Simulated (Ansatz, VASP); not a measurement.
Two plane-wave programs on CdTe

The input POSCAR:

```
CdTe
1.0
    0.0000000000      3.2050000000      3.2050000000
    3.2050000000      0.0000000000      3.2050000000
    3.2050000000      3.2050000000      0.0000000000
Te Cd
1 1
Direct
    0.7500000000      0.7500000000      0.7500000000
    0.0000000000      0.0000000000      0.0000000000
```

INCAR.step1

```
SYSTEM = CdTe
PREC = Accurate
ENCUT = 520
EDIFF = 1E-5
ISMEAR = -1
SIGMA = 0.05
LREAL = .False.
LASPH = .True.
NELM = 100
ALGO = Normal
ISIF = 2
LWAVE = .True.
LCHARG = .False.
NBANDS = 16
GGA = PE
```

File INCAR.step2:

```
SYSTEM = CdTe
PREC = Accurate
ENCUT = 520
EDIFF = 1E-7
ISMEAR = -1
SIGMA = 0.05
LREAL = .False.
LASPH = .True.
NELM = 100
ALGO = Normal
ISIF = 2
LWAVE = .False.
LCHARG = .False.
GGA = PS
LHFCALC = .True.
AEXX = 0.25
HFSCREEN = 0.207
PRECFOCK = Normal
NBANDS = 16
ISTART = 1
```

File KPOINTS:

```
regular mesh
0
Gamma
  4 4 4
  0 0 0
```

Contents of input.yaml:

```yaml
crystal:
  lattice:
    - [0.0, 3.205, 3.205]
    - [3.205, 0.0, 3.205]
    - [3.205, 3.205, 0.0]
  atoms:
    - { symbol: Te, position: [0.75, 0.75, 0.75] }
    - { symbol: Cd, position: [0.0, 0.0, 0.0] }
hamiltonian:
  xc:
    exchange: hjs_pbesol
    correlation: pbesol
    exx: { coeff: 0.25, omega: 0.207 }
  pseudopotentials: { kind: paw }
kpoints:
  mp_grid: { grid: [4, 4, 4] }
  band_path:
    path:
      - [[0.0, 0.0, 0.0], [0.5, 0.0, 0.5], [0.5, 0.25, 0.75], [0.375, 0.375, 0.75], [0.0, 0.0, 0.0], [0.5, 0.5, 0.5], [0.625, 0.25, 0.625], [0.5, 0.25, 0.75], [0.5, 0.5, 0.5], [0.375, 0.375, 0.75]]
      - [[0.625, 0.25, 0.625], [0.5, 0.0, 0.5]]
    npoints: 4
scf:
  occupations: { method: fermi_dirac, width: 0.05 }
  n_extra_bands: 6
output:
  forces: true
  stress: true
  eigenvalues: true
  fatbands: false
  write_density: true
  write_potential: true
  elf: true
  volumetric_format: npy
```

Alike in both runs: functional PBEsol-based screened hybrid with a share of 0.25 of exact exchange and HFSCREEN = 0.207; k mesh 4 × 4 × 4; occupations fermi-dirac, width 0.05 eV; no spin polarisation.

|  | VASP | Ansatz |
| --- | --- | --- |
| version | VASP 6.6.1 | Ansatz 0.2.0 |
| potentials or method | VASP PAW PBE potentials, release 64 (Te, Cd) | Ansatz PAW |
| plane-wave cutoff (eV) | 520 | 420 |
| valence electrons in the cell | 18 | 36 |
| task | single point | band structure |

Ansatz gave:

```
gap on the k mesh at the Fermi level (eV) : 1.63
least direct gap on the mesh (eV)         : 1.63
pressure (GPa)                            : 1.7
```

Problem. What did VASP give for the same quantities?

Solution. gap on the k mesh at the Fermi level (eV): 1.54; least direct gap on the mesh (eV): 1.54; pressure (GPa): 1.7.

VASP's potentials were made for PBE, not for PBEsol-based screened hybrid. VASP's potentials hold 18 valence electrons a cell and Ansatz's 36, so a difference there can come from the potentials and not from the codes.

The k mesh is coarse, so the values compare programs but aren't converged. Neither program's run includes spin-orbit coupling.
